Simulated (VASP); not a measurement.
# BiTe (R-3m) in VASP: further runs

The runs below take BiTe through single point, with PBEsol.

All numbers are computed with VASP 6.6.1; they aren't measurements. Logs are shortened: lines on timing, memory, paths and dates and some standing lists are left out, and cuts for length are marked.

## Step 1: The cell of the first run

The structure is trigonal, space group R-3m (No. 166). Conventional cell: a = 4.934 Å, b = 4.934 Å, c = 9.067 Å, α = 90.00°, β = 90.00°, γ = 120.00°. Within 4.2 Å of Bi (site symmetry -3m) lie 6 Te at 3.22 Å and 6 Bi at 4.15 Å. Within 4.2 Å of Te (site symmetry -3m) lie 6 Bi at 3.22 Å and 6 Te at 4.15 Å.

## Step 2: Single point, PBEsol

The input, INCAR:

```
SYSTEM = BiTe
PREC = Accurate
ENCUT = 520
EDIFF = 1E-7
ISMEAR = 0
SIGMA = 0.15
LREAL = .FALSE.
LASPH = .TRUE.
NELM = 80
ALGO = Normal
ISIF = 2
LWAVE = .FALSE.
LCHARG = .FALSE.
GGA = PS
NBANDS = 18
```

The input, KPOINTS:

```
Automatic mesh
0
G
  18 18 18
  0 0 0
```

The input, POSCAR:

```
BiTe
1.0
    2.4668662516      1.4242458944      3.0223478921
   -2.4668662516      1.4242458944      3.0223478921
    0.0000000000     -2.8484917888      3.0223478921
Bi Te
1 1
Direct
    0.5000000000      0.5000000000      0.5000000000
    0.0000000000      0.0000000000      0.0000000000
```

Potentials or basis: VASP PAW PBE potentials, release 64 (Bi_d, Te).

Started as:

```bash
$ cat potpaw_PBE.64/Bi_d/POTCAR potpaw_PBE.64/Te/POTCAR > POTCAR
$ mpirun -np 1 vasp_std > vasp.out
```

OUTCAR:

```text
SYSTEM = BiTe
   PREC = Accurate
   ENCUT = 520
   EDIFF = 1E-7
   ISMEAR = 0
   LREAL = .FALSE.
   LASPH = .TRUE.
   NELM = 80
   ISIF = 2
   GGA = PS

 ion  position               nearest neighbor table
   1  0.500  0.500  0.500-   2 3.22   2 3.22   2 3.22   2 3.22   2 3.22   2 3.22
   2  0.000  0.000  0.000-   1 3.22   1 3.22   1 3.22   1 3.22   1 3.22   1 3.22

  LATTYP: Found a trigonal (rhomboedric) cell.
 ALAT       =     4.1531304159
 COS(alpha) =     0.2943813274

  Lattice vectors:

 A1 = (   2.4668662516,   1.4242458944,   3.0223478921)
 A2 = (  -2.4668662516,   1.4242458944,   3.0223478921)
 A3 = (   0.0000000000,  -2.8484917888,   3.0223478921)

Analysis of symmetry for initial positions (statically):
=====================================================================
 Subroutine PRICEL returns:
 Original cell was already a primitive cell.

 Routine SETGRP: Setting up the symmetry group for a
 trigonal (rhombohedral) supercell.

 Subroutine GETGRP returns: Found 12 space group operations
 (whereof 12 operations were pure point group operations)
 out of a pool of 12 trial point group operations.

The static configuration has the point symmetry D_3d.

Analysis of symmetry for dynamics (positions and initial velocities):
=====================================================================
 Subroutine PRICEL returns:
 Original cell was already a primitive cell.

 Routine SETGRP: Setting up the symmetry group for a
 trigonal (rhombohedral) supercell.

 Subroutine GETGRP returns: Found 12 space group operations
 (whereof 12 operations were pure point group operations)
 out of a pool of 12 trial point group operations.

The dynamic configuration has the point symmetry D_3d.

 Subroutine INISYM returns: Found 12 space group operations
 (whereof 12 operations are pure point group operations),
 and found     1 'primitive' translations

----------------------------------------------------------------------------------------

                                     Primitive cell

  volume of cell :      63.7127

  direct lattice vectors                    reciprocal lattice vectors
     2.466866252  1.424245894  3.022347892     0.202686303  0.117020991  0.110289532
    -2.466866252  1.424245894  3.022347892    -0.202686303  0.117020991  0.110289532
     0.000000000 -2.848491789  3.022347892     0.000000000 -0.234041983  0.110289532

  length of vectors
     4.153130416  4.153130416  4.153130416     0.258726556  0.258726556  0.258726556

  position of ions in fractional coordinates (direct lattice)
     0.500000000  0.500000000  0.500000000
     0.000000000  0.000000000  0.000000000

  ion indices of the primitive-cell ions
   primitive index   ion index
                 1           1
                 2           2

----------------------------------------------------------------------------------------

 KPOINTS: Automatic mesh

Automatic generation of k-mesh.
 Grid dimensions read from file:
 generate k-points for:   18   18   18

 Generating k-lattice:

  Cartesian coordinates                     Fractional coordinates (reciprocal lattice)
     0.011260350  0.006501166  0.006127196     0.055555556  0.000000000  0.000000000
    -0.011260350  0.006501166  0.006127196     0.000000000  0.055555556  0.000000000
     0.000000000 -0.013002332  0.006127196     0.000000000  0.000000000  0.055555556

  Length of vectors
     0.014373698  0.014373698  0.014373698

  Shift w.r.t. Gamma in fractional coordinates (k-lattice)
     0.000000000  0.000000000  0.000000000

 Subroutine IBZKPT returns following result:
 ===========================================

 Found    580 irreducible k-points:

 Following reciprocal coordinates:
            Coordinates               Weight
  0.000000  0.000000  0.000000      1.000000
  0.055556  0.000000  0.000000      6.000000
  0.111111  0.000000  0.000000      6.000000
  0.166667  0.000000 -0.000000      6.000000
  0.222222  0.000000  0.000000      6.000000
  0.277778  0.000000  0.000000      6.000000
[... 16 lines left out ...]
 -0.277778  0.055556  0.000000     12.000000
 -0.222222  0.055556  0.000000     12.000000
 [... further k-points ...]
   k-points           NKPTS =    580   k-points in BZ     NKDIM =    580   number of bands    NBANDS=     18
   number of dos      NEDOS =    301   number of ions     NIONS =      2
   total plane-waves  NPLWV =  32768
   dimension x,y,z NGX =    32 NGY =   32 NGZ =   32
   dimension x,y,z NGXF=    64 NGYF=   64 NGZF=   64
   ions per type =               1   1
   NGX,Y,Z   is equivalent  to a cutoff of  12.81, 12.81, 12.81 a.u.
   NGXF,Y,Z  is equivalent  to a cutoff of  25.62, 25.62, 25.62 a.u.
 SYSTEM =  BiTe
   PREC   = accura    normal or accurate (medium, high low for compatibility)
   ISTART =      0    job   : 0-new  1-cont  2-samecut
   ICHARG =      2    charge: 1-file 2-atom 10-const
   ISPIN  =      1    spin polarized calculation?
   LNONCOLLINEAR =      F non collinear calculations
   LSORBIT =      F    spin-orbit coupling
   LASPH  =      T    aspherical Exc in radial PAW
   ENCUT  =  520.0 eV  38.22 Ry    6.18 a.u.   7.72  7.72  7.72*2*pi/ulx,y,z
   NELM   =     80;   NELMIN=  2; NELMDL= -5     # of ELM steps
   EDIFF  = 0.1E-06   stopping-criterion for ELM
   LREAL  =      F    real-space projection
   EDIFFG = 0.1E-05   stopping-criterion for IOM
   NSW    =      0    number of steps for IOM
   IBRION =     -1    ionic relax: 0-MD 1-quasi-New 2-CG
   NFREE  =      0    steps in history (QN), initial steepest desc. (CG)
   ISIF   =      2    stress and relaxation
   ISYM   =      2    0-nonsym 1-usesym 2-fastsym
   POTIM  = 0.5000    time-step for ionic-motion
   TEBEG  =    0.0;   TEEND  =   0.0 temperature during run
   PSTRESS=    0.0 pullay stress
   NELECT =      21.0000    total number of electrons
   NUPDOWN=      -1.0000    fix difference up-down
   EMIN   =  10.00;   EMAX   =-10.00  energy-range for DOS
   EFERMI =   0.00;   METHOD = LEGACY
   ISMEAR =     0;   SIGMA  =   0.15  broadening in eV -4-tet -1-fermi 0-gaus
   EFERMI_NEDOS =   21; number of points for ismear=-14 and -15
   IALGO  =     38    algorithm
   IMIX   =      4    mixing-type and parameters
     AMIX     =   0.40;   BMIX     =  1.00
     AMIX_MAG =   1.60;   BMIX_MAG =  1.00
  volume/ion in A,a.u.               =      31.86       214.98
  Fermi-wavevector in a.u.,A,eV,Ry     =   1.130852  2.137001 17.399493  1.278827
  Thomas-Fermi vector in A             =   2.267550
   LORBIT       =      0    0 simple, 1 ext, 2 COOP (PROOUT), +10 PAW based schemes
   GGA     = PS    functional components
   LHFCALC =     F    Hartree Fock is set to
   AEXX    =    0.0000 exact exchange contribution
   IVDW    =     0    specifies the selected vdW correction
   LEPSILON=     F    determine dielectric tensor
   LRPA    =     F    only Hartree local field effects (RPA)
 non-spin polarized calculation
 Gauss-broadening in eV      SIGMA  =   0.15
  energy-cutoff  :      520.00
  volume of cell :       63.71
 maximum number of plane-waves:      1735
   NGX = 15   NGY = 15   NGZ = 15

 number of electron      21.0000002 magnetization

 Free energy of the ion-electron system (eV)
  ---------------------------------------------------
  ext. energy  EPLUGINS =         0.00000000
  ---------------------------------------------------
  free energy    TOTEN  =        -7.99415895 eV

  energy without entropy =       -7.98135486  energy(sigma->0) =       -7.98775691

 E-fermi :   7.0690     XC(G=0):  -9.9156

 val. band max:        7.0680360778   @ k =  -0.4444   0.3889   0.1667
 cond. band min:       7.0718527459   @ k =   0.5000   0.2778   0.2222
 fundamental gap:      0.0038166681
 Fermi energy:         7.0690045727

 k-point     1 :       0.0000    0.0000    0.0000
  band No.  band energies     occupation
      1     -16.0272      2.00000
      2     -16.0272      2.00000
      3     -16.0133      2.00000
      4     -16.0133      2.00000
      5     -15.9894      2.00000
      6      -6.6101      2.00000
[... 10 lines left out ...]
     17      14.5429      0.00000
     18      14.5429      0.00000

 k-point     2 :       0.0556    0.0000    0.0000
  band No.  band energies     occupation
      1     -16.0271      2.00000
      2     -16.0269      2.00000
      3     -16.0136      2.00000
      4     -16.0130      2.00000
      5     -15.9894      2.00000
      6      -6.5826      2.00000
[... 10 lines left out ...]
     17      14.6417      0.00000
     18      14.7259      0.00000

 k-point     3 :       0.1111    0.0000    0.0000
  band No.  band energies     occupation
      1     -16.0269      2.00000
      2     -16.0263      2.00000
      3     -16.0144      2.00000
      4     -16.0121      2.00000
      5     -15.9894      2.00000
      6      -6.5003      2.00000
[... 10 lines left out ...]
     17      14.6336      0.00000
     18      14.9962      0.00000

 k-point     4 :       0.1667    0.0000   -0.0000
  band No.  band energies     occupation
      1     -16.0267      2.00000
      2     -16.0256      2.00000
      3     -16.0156      2.00000
      4     -16.0106      2.00000
      5     -15.9894      2.00000
      6      -6.3636      2.00000
[... 375 lines left out ...]
      4     -16.0042      2.00000
      5     -15.9878      2.00000
      6      -5.5326      2.00000
[... 10 lines left out ...]
     17      15.8383      0.00000
     18      16.3257      0.00000

 k-point    23 :      -0.2778    0.0556    0.0000
  band No.  band energies     occupation
      1     -16.0260      2.00000
      2     -16.0249      2.00000
      3     -16.0183      2.00000
      4     -16.0063      2.00000
      5     -15.9886      2.00000
      6      -5.8367      2.00000
[... 10 lines left out ...]
     17      15.6906      0.00000
     18      16.4248      0.00000

 k-point    24 :      -0.2222    0.0556    0.0000
  band No.  band energies     occupation
      1     -16.0261      2.00000
      2     -16.0251      2.00000
      3     -16.0169      2.00000
      4     -16.0087      2.00000
      5     -15.9890      2.00000
      6      -6.0917      2.00000
[... 10 lines left out ...]
     17      15.5904      0.00000
     18      16.1510      0.00000

 [... further k-points ...]

------------------------ aborting loop because EDIFF is reached ----------------------------------------

  FORCE on cell =-STRESS in cart. coord.  units (eV):
  Direction    XX          YY          ZZ          XY          YZ          ZX
  --------------------------------------------------------------------------------------
  -------------------------------------------------------------------------------------
  Total       -0.7185457     -0.7185457      0.1156961      0.0000000      0.0000000      0.0000000
  in kB      -18.0691894    -18.0691894      2.9093977      0.0000000      0.0000000      0.0000000
  external PRESSURE =     -11.0763270 kB  Pullay stress =       0.0000000 kB

 VOLUME and BASIS-vectors are now :
 -----------------------------------------------------------------------------
  energy-cutoff  :      520.00
  volume of cell :       63.71
      direct lattice vectors                 reciprocal lattice vectors
     2.466866252  1.424245894  3.022347892     0.202686303  0.117020991  0.110289532
    -2.466866252  1.424245894  3.022347892    -0.202686303  0.117020991  0.110289532
     0.000000000 -2.848491789  3.022347892     0.000000000 -0.234041983  0.110289532

 POSITION                                       TOTAL-FORCE (eV/Angst)
 -----------------------------------------------------------------------------------
      0.00000      0.00000      4.53352         0.000000     -0.000000      0.000000
      0.00000      0.00000      0.00000        -0.000000      0.000000     -0.000000
 -----------------------------------------------------------------------------------
    total drift:                               -0.000000      0.000000     -0.000000

  FREE ENERGIE OF THE ION-ELECTRON SYSTEM (eV)
  ---------------------------------------------------
  free  energy   TOTEN  =        -7.9941589548 eV

  energy  without entropy=       -7.9813548592  energy(sigma->0) =       -7.98775691
```

It took 2.8 min on 1 thread of Intel Xeon 6975P-C (Granite Rapids), shared host; peak memory 0.71 GiB.

What came out:

| Property | Result |
| --- | --- |
| Free energy | -7.9942 eV |
| Pressure | -1.1 GPa |
| Band gap on the k mesh | zero (an odd number of electrons rules out a gap without spin polarisation) |

Caveat: the PAW data sets were made with another functional, which shifts forces and pressure a little; spin-orbit coupling is left out, which moves the levels of the heavy elements.

## Step 3: Single point, PBEsol

This run uses another cell than the first one, of the same volume but with other edges.

The input, INCAR:

```
SYSTEM = BiTe
ALGO = Normal
EDIFF = 1E-6
ENCUT = 520
GGA = PS
ISIF = 2
ISMEAR = 0
LASPH = .TRUE.
LCHARG = .FALSE.
LREAL = .FALSE.
LWAVE = .FALSE.
NBANDS = 18
NELM = 80
PREC = Accurate
SIGMA = 0.15
```

The input, KPOINTS:

```
k-points
0
G
  18 18 18
  0 0 0
```

The input, POSCAR:

```
BiTe
1.0
    2.3242204477      1.3418893011      3.4047170447
   -2.3242204477      1.3418893011      3.4047170447
    0.0000000000     -2.6837786023      3.4047170447
Bi Te
1 1
Direct
    0.5000000000      0.5000000000      0.5000000000
    0.0000000000      0.0000000000      0.0000000000
```

Potentials or basis: VASP PAW PBE potentials, release 64 (Bi_d, Te).

Started as:

```bash
$ cat potpaw_PBE.64/Bi_d/POTCAR potpaw_PBE.64/Te/POTCAR > POTCAR
$ mpirun -np 1 vasp_std > vasp.out
```

Wall time 2.5 min (1 thread of Intel Xeon 6975P-C (Granite Rapids), shared host); peak memory 0.7 GiB.

The run converged. Its results:

| Quantity | Value |
| --- | --- |
| Free energy | -7.9978 eV |
| Pressure | 1.1 GPa |
| Band gap on the k mesh | zero (an odd number of electrons rules out a gap without spin polarisation) |

Stress tensor (GPa, compression positive):
```
1.38 0.00 0.00
0.00 1.38 0.00
0.00 0.00 0.47
```

Levels at points of the mesh, in eV from the Fermi level:
```tsv
k point	band 7	band 8	band 9	band 10	band 11	band 12	band 13	band 14
(0.00, 0.00, 0.00)	-7.99	-2.98	-2.98	-2.04	2.07	2.46	2.46	4.13
(0.50, 0.00, 0.00)	-11.56	-2.02	-1.89	-1.27	-0.96	-0.75	-0.09	7.04
(0.50, 0.50, 0.00)	-9.99	-6.07	-4.64	-3.87	2.02	3.59	3.92	5.22
(0.50, 0.50, 0.50)	-11.26	-2.35	-2.35	-2.06	-1.41	-1.18	-1.18	7.79
```

Caveat: the PAW data sets were made with another functional, which shifts forces and pressure a little; spin-orbit coupling is left out, which moves the levels of the heavy elements.

## Step 4: Single point, PBEsol

The input, INCAR:

```
PREC = Accurate
ENCUT = 520
EDIFF = 1E-7
ISMEAR = 0
SIGMA = 0.15
LREAL = False
LASPH = True
NELM = 100
ALGO = Normal
ISIF = 2
LWAVE = False
LCHARG = False
GGA = PS
NBANDS = 18
```

The input, KPOINTS:

```
Automatic mesh
0
Gamma
  18 18 18
```

The input, POSCAR:

```
BiTe
1.0
    2.5328058705      1.4623161511      2.8670274558
   -2.5328058705      1.4623161511      2.8670274558
    0.0000000000     -2.9246323023      2.8670274558
Bi Te
1 1
Direct
    0.5000000000      0.5000000000      0.5000000000
    0.0000000000      0.0000000000      0.0000000000
```

Started as:

```bash
$ cat potpaw_PBE.64/Bi_d/POTCAR potpaw_PBE.64/Te/POTCAR > POTCAR
$ mpirun -np 1 vasp_std > vasp.out
```

It took 4.5 min on 1 thread of AMD EPYC 9R45 (Zen 5), shared host; peak memory 0.67 GiB.

It converged, with:

| Property | Result |
| --- | --- |
| Free energy | -7.9296 eV |
| Pressure | -2.2 GPa |
| Band gap on the k mesh | zero (an odd number of electrons rules out a gap without spin polarisation) |

Stress tensor (GPa, compression positive):
```
-3.54  0.00  0.00
 0.00 -3.54  0.00
 0.00  0.00  0.41
```

Levels at points of the mesh, in eV from the Fermi level:
| k point | band 7 | band 8 | band 9 | band 10 | band 11 | band 12 | band 13 | band 14 |
| --- | --- | --- | --- | --- | --- | --- | --- | --- |
| (0.00, 0.00, 0.00) | -8.31 | -2.96 | -2.96 | -1.09 | 2.22 | 3.47 | 3.47 | 3.63 |
| (0.50, 0.00, 0.00) | -11.41 | -1.77 | -1.43 | -1.04 | -0.26 | -0.21 | 1.29 | 5.90 |
| (0.50, 0.50, 0.00) | -9.91 | -5.59 | -4.92 | -2.12 | 2.47 | 3.09 | 3.48 | 4.13 |
| (0.50, 0.50, 0.50) | -10.50 | -2.72 | -2.66 | -2.66 | -2.15 | -1.78 | -1.78 | 9.53 |

Caveat: the PAW data sets were made with another functional, which shifts forces and pressure a little; spin-orbit coupling is left out, which moves the levels of the heavy elements.

## Step 5: Single point, PBEsol

The input, INCAR:

```
PREC     = Accurate       # precision mode
ENCUT    = 520            # plane-wave cutoff, eV
EDIFF    = 1E-7           # SCF threshold, eV
ISMEAR   = 0              # smearing method
SIGMA    = 0.15           # smearing width, eV
LREAL    = F              # projectors in reciprocal space
LASPH    = T              # aspherical terms in the spheres
NELM     = 60             # most SCF steps
ALGO     = Fast           # electronic algorithm
ISIF     = 2              # what is computed and relaxed
LWAVE    = F              # write WAVECAR
LCHARG   = T              # write CHGCAR
GGA      = PS             # functional
LELF     = T              # ELF
LVHAR    = T            
NBANDS   = 18             # bands
```

KPOINTS is that of step 4.

The input, POSCAR:

```
BiTe
1.0
    2.4321170278      1.4041834207      3.1093293297
   -2.4321170278      1.4041834207      3.1093293297
    0.0000000000     -2.8083668414      3.1093293297
Bi Te
1 1
Direct
    0.5000000000      0.5000000000      0.5000000000
    0.0000000000      0.0000000000      0.0000000000
```

Started as:

```bash
$ cat potpaw_PBE.64/Bi_d/POTCAR potpaw_PBE.64/Te/POTCAR > POTCAR
$ mpirun -np 1 vasp_std > vasp.out
```

Wall time 9.6 min (1 thread of Oxide Virtual Turin-like, shared host); peak memory 0.67 GiB.

The run converged. Its results:

```yaml
Free_energy: -8.0116 eV
Pressure: -0.5 GPa
Band_gap_on_the_k_mesh: zero (an odd number of electrons rules out a gap without spin polarisation)
```

Stress tensor (GPa, compression positive):
```
-0.85  0.00  0.00
 0.00 -0.85  0.00
 0.00  0.00  0.14
```

Levels at points of the mesh, in eV from the Fermi level:
| k point | band 6 | band 7 | band 8 | band 9 | band 10 | band 11 | band 12 | band 13 | band 14 | band 15 |
| --- | --- | --- | --- | --- | --- | --- | --- | --- | --- | --- |
| (0.00, 0.00, 0.00) | -13.76 | -8.14 | -3.07 | -3.07 | -1.35 | 2.06 | 2.94 | 2.94 | 3.80 | 3.80 |
| (0.50, 0.00, 0.00) | -11.72 | -11.51 | -1.83 | -1.78 | -1.03 | -0.65 | -0.54 | 0.79 | 6.50 | 6.53 |
| (0.50, 0.50, 0.00) | -11.75 | -9.93 | -5.86 | -4.84 | -3.04 | 2.44 | 3.03 | 3.76 | 4.72 | 8.12 |
| (0.50, 0.50, 0.50) | -11.18 | -10.87 | -2.56 | -2.56 | -2.48 | -1.88 | -1.55 | -1.55 | 8.58 | 9.19 |

Caveat: the PAW data sets were made with another functional, which shifts forces and pressure a little; spin-orbit coupling is left out, which moves the levels of the heavy elements.

## Step 6: Overview

| cell | gap on the mesh (eV) | pressure (GPa) |
| --- | --- | --- |
| a = 4.153 Å, angles 72.9°, 2 atoms | none | -1.1 |
| a = 4.335 Å, angles 64.8°, 2 atoms | none | 1.1 |
| a = 4.096 Å, angles 76.4°, 2 atoms | none | -2.2 |
| a = 4.190 Å, angles 71.0°, 2 atoms | none | -0.5 |

Alike in all rows: task single point; level PBEsol; potentials or basis VASP PAW PBE potentials, release 64 (Bi_d, Te); no spin polarisation; k mesh 18 × 18 × 18; cutoff (eV) 520; smearing gaussian 0.15 eV.

Caveats: the PAW data sets were made with another functional, which shifts forces and pressure a little; spin-orbit coupling is left out, which moves the levels of the heavy elements.

Absolute energies hang on the potentials; compare differences alone.
